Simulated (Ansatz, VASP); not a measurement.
Ge: VASP beside Ansatz

File INCAR:

```
SYSTEM = Ge
ALGO     = Normal         ! electronic algorithm
EDIFF    = 1E-6           ! SCF threshold, eV
ENCUT    = 520            ! plane-wave cutoff, eV
GGA      = PS             ! functional
ISIF     = 2              ! what is computed and relaxed
ISMEAR   = -1             ! smearing method
LASPH    = .True.         ! aspherical terms in the spheres
LCHARG   = .True.         ! write CHGCAR
LELF     = .True.         ! ELF
LREAL    = .False.        ! projectors in reciprocal space
LVHAR    = .True.       
LWAVE    = .False.        ! write WAVECAR
NBANDS   = 21             ! bands
NELM     = 100            ! most SCF steps
PREC     = Accurate       ! precision mode
SIGMA    = 0.05           ! smearing width, eV
```

The input KPOINTS:

```
k-points
0
Gamma
  8 8 8
  0 0 0
```

Contents of POSCAR:

```
Ge
1.0
   -2.4958980000      2.6508630000      1.4369470000
    2.4958980000     -2.6508630000      1.4369470000
    2.4958980000      2.6508630000     -1.4369470000
Ge
2
Direct
    0.3140570000      0.0640570000      0.2500000000
    0.6859430000      0.9359430000      0.7500000000
```

input.yaml

```yaml
crystal:
  lattice:
    - [-2.495898, 2.650863, 1.436947]
    - [2.495898, -2.650863, 1.436947]
    - [2.495898, 2.650863, -1.436947]
  atoms:
    - { symbol: Ge, position: [0.314057, 0.064057, 0.25] }
    - { symbol: Ge, position: [0.685943, 0.935943, 0.75] }
kpoints:
  mp_grid: { grid: [8, 8, 8] }
  band_path:
    path:
      - [0.0, 0.0, 0.0]
      - [0.3234593264, 0.3234593264, -0.3234593264]
      - [0.2950845098, 0.3518341431, -0.2950845098]
      - [0.0, 0.5, 0.0]
      - [0.25, 0.25, 0.25]
      - [0.5, 0.0, 0.0]
      - [0.6765406736, -0.3234593264, 0.3234593264]
      - [0.5, -0.5, 0.5]
    npoints: 10
scf:
  occupations: { method: fermi_dirac, width: 0.05 }
hamiltonian:
  xc: pbesol
  pseudopotentials: { kind: all_electron, lapw: { basis_error: 0.001 } }
output:
  forces: true
  stress: true
  eigenvalues: true
```

Alike in both runs: functional PBEsol; k mesh 8 × 8 × 8; occupations fermi-dirac, width 0.05 eV; no spin polarisation.

|  | VASP | Ansatz |
| --- | --- | --- |
| version | VASP 6.6.1 | Ansatz 0.2.0 |
| potentials or method | VASP PAW PBE potentials, release 64 (Ge_d), cutoff 520 eV | all-electron LAPW, scalar-relativistic |
| task | single point | band structure |

```csv
,VASP,Ansatz,Ansatz less VASP
gap on the k mesh at the Fermi level (eV),none,none,-
pressure (GPa),-2.7,-2.6,+0.11
"traceless stress, the component that is largest in VASP (GPa)",0.99,0.97,-0.020
rms of the force components (eV/Å),0.012,0.012,-0.0001
```

VASP's potentials were made for PBE, not for PBEsol. Atom by atom the forces differ by 0.000 eV/Å (rms over components). A gap of «none» marks a metal or a gap that the smearing closes. Ansatz ran all-electron here, and VASP with PAW potentials.

Noted on Ansatz's run: the k mesh is thin for a metal, which can move the energy by tens of meV per atom.
